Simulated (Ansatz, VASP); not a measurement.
**One calculation of BP, two programs**

```
B P
1.0
     0.00000    2.27409    2.27409
     2.27409    0.00000    2.27409
     2.27409    2.27409    0.00000
B P
1 1
Direct
  0.00000 0.00000 0.00000
  0.75000 0.75000 0.75000
```

Alike in both runs: functional PBE; k mesh 11 × 11 × 11; no spin polarisation.

Ansatz relaxed the structure, and its values are those at the end. VASP's run is a single point on that final structure, the one shown.

|  | VASP | Ansatz |
| --- | --- | --- |
| version | VASP 6.6.1 | Ansatz 0.2.0 |
| potentials or method | VASP PAW PBE potentials, release 64 (B, P), cutoff 500 eV | plane-wave PAW DFT |
| occupations | gaussian, width 0.01 eV | fixed |
| valence electrons in the cell | 8 | 8 |

|  | VASP | Ansatz | Ansatz less VASP |
| --- | --- | --- | --- |
| pressure (GPa) | -0.2 | 0.0 | +0.22 |
